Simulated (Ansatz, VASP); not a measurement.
**MgAg2GeTe4: VASP beside Ansatz**

```
Ag Mg Ge Te
1.0
    -3.17243    3.17243    6.36141
     3.17243   -3.17243    6.36141
     3.17243    3.17243   -6.36141
Ag Mg Ge Te
2 1 1 4
Cartesian
  0.0000 3.1724 3.1807
  3.1724 0.0000 3.1807
  0.0000 0.0000 0.0000
  0.0000 0.0000 6.3614
  1.4908 1.4908 7.9224
  1.4908 -1.4908 4.8004
  -1.4908 1.4908 4.8004
  1.6816 1.6816 1.5610
```

Alike in both runs: task single point; functional PBE; k mesh 6 × 6 × 6; occupations fermi-dirac, width 0.02 eV; no spin polarisation.

|  | VASP | Ansatz |
| --- | --- | --- |
| version | VASP 6.6.1 | Ansatz 0.2.0 |
| potentials or method | VASP PAW PBE potentials, release 64 (Ag, Mg, Ge_d, Te) | plane waves, PAW |
| plane-wave cutoff (eV) | 520 | 420 |
| valence electrons in the cell | 62 | 126 |

|  | VASP | Ansatz | Ansatz less VASP |
| --- | --- | --- | --- |
| pressure (GPa) | 1.1 | 1.1 | +0.03 |
| rms of the force components (eV/Å) | 0.072 | 0.067 | -0.0049 |

Atom by atom the forces differ by 0.005 eV/Å (rms over components). The functional is the same, so the differences come from potentials, cutoffs and numerics. VASP's potentials hold 62 valence electrons a cell and Ansatz's 126, so a difference there can come from the potentials and not from the codes.

Neither program's run includes spin-orbit coupling.
